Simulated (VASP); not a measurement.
**Ru: relaxation of cell and atoms with PBE**

Crystal: Ru.

```
Ru
1.0
     2.70389    0.00000    0.00000
    -1.35194    2.34164    0.00000
     0.00000    0.00000    4.28168
Ru
2
Direct
  0.33333 0.66667 0.25000
  0.66667 0.33333 0.75000
```

| Property | Result |
| --- | --- |
| Program | VASP 6.6.1 |
| Task | relaxation of cell and atoms |
| Functional | PBE |
| Potentials or basis | VASP PAW PBE potentials, release 64 (Ru_pv) |
| Cutoff | 600 eV |
| k mesh | 13 × 13 × 8 |
| Occupations | fermi-dirac, width 0.05 eV |
| Spin | collinear spin, ferromagnetic start |
| Starting moments | [1.0, 1.0] μB |
| Dipole correction | no |
| Further INCAR settings | ALGO = Normal; EDIFF = 1e-07; IBRION = 2; EDIFFG = -0.01; NSW = 80; ISIF = 3 |

| Item | Value |
| --- | --- |
| Relaxed volume | 13.76 Å³/atom |
| Relaxed cell | a = 2.723 Å, b = 2.723 Å, c = 4.285 Å, α = 90.00°, β = 90.00°, γ = 120.00° |
| Space group after relaxing (to 0.1 Å) | P6_3/mmc (No. 194) |
| Energy gained by relaxing | 3.6 meV/atom |
| Ionic steps | 6 |
| Pressure after relaxing | 0.0 GPa |
| Band gap on the k mesh | zero (filled and empty bands overlap) |
| Net moment | 0.00 μB per cell |
| Valence electrons inside the program's atomic spheres | Ru 12.64 |

The path:
```tsv
step	energy change (eV)	largest force (eV/Å)	pressure (GPa)	volume (Å³)
1	0.0000	0.0000	4.85	27.11
2	0.0421	0.0000	-12.21	28.75
3	-0.0069	0.0000	-0.29	27.55
4	-0.0069	0.0000	-0.19	27.54
5	-0.0070	0.0000	0.21	27.51
6	-0.0072	0.0000	0.03	27.52
```

Final structure:
```cif
data_structure
_symmetry_space_group_name_H-M 'P 1'
_symmetry_Int_Tables_number 1
_cell_length_a 2.7232
_cell_length_b 2.7232
_cell_length_c 4.2852
_cell_angle_alpha 90.000
_cell_angle_beta 90.000
_cell_angle_gamma 120.000
_cell_volume 27.52
loop_
_atom_site_label
_atom_site_type_symbol
_atom_site_fract_x
_atom_site_fract_y
_atom_site_fract_z
_atom_site_occupancy
Ru1 Ru 0.33333 0.66667 0.25000 1
Ru2 Ru 0.66667 0.33333 0.75000 1
```

Levels at points of the mesh, in eV from the Fermi level:
Spin up:
```csv
k point,band 10,band 11,band 12,band 13,band 14,band 15,band 16,band 17,band 18,band 19
"(0.00, 0.00, 0.00)",-2.59,-2.37,-1.92,-1.92,-1.45,-1.45,1.11,1.11,1.30,10.17
"(0.00, 0.00, 0.50)",-2.77,-2.77,-2.77,-2.68,-2.68,0.49,0.49,0.49,0.49,10.39
```
Spin down:
```tsv
k point	band 10	band 11	band 12	band 13	band 14	band 15	band 16	band 17	band 18	band 19
(0.00, 0.00, 0.00)	-2.59	-2.37	-1.92	-1.92	-1.45	-1.45	1.11	1.11	1.30	10.17
(0.00, 0.00, 0.50)	-2.77	-2.77	-2.77	-2.68	-2.68	0.49	0.49	0.49	0.49	10.39
```

Run time: 2.7 min on 1 thread of Intel(R) Xeon(R) 6975P-C (Granite Rapids), with other jobs on the host, peak memory 0.24 GiB.

PBE usually gives volumes a little too large and moduli too small. Zero-point motion and thermal expansion aren't in these numbers.
